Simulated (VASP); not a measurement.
Li2Se:

```
CELL_PARAMETERS angstrom
0.00000 2.99346 2.99346
2.99346 0.00000 2.99346
2.99346 2.99346 0.00000
ATOMIC_POSITIONS crystal
Li 0.25000 0.25000 0.25000
Li 0.75000 0.75000 0.75000
Se 0.00000 0.00000 0.00000
```

Base run:

```yaml
Program: VASP 6.6.1
Functional: r2SCAN
Potentials_or_basis: VASP PAW PBE potentials, release 64 (Li_sv, Se)
Cutoff: 830 eV
k_mesh: 8 × 8 × 8
Occupations: gaussian, width 0.01 eV
Spin: no spin polarisation
```

Its results: band gap on the k mesh 3.46 eV, indirect (least direct gap 4.18 eV); pressure -0.2 GPa.

Q: The run is repeated on the same cell with these changes: functional from r2SCAN to PBE; cutoff from 830 eV to 750 eV. What comes out?

A: Band gap on the k mesh 2.97 eV, indirect (least direct gap 3.42 eV); pressure 0.3 GPa.

r2SCAN gives the wider gap, since meta-GGAs in the generalised Kohn-Sham scheme recover part of the derivative discontinuity.

Caveats: the PAW data sets were made with another functional, which shifts forces and pressure a little (some runs).

A k mesh can miss the band edges.
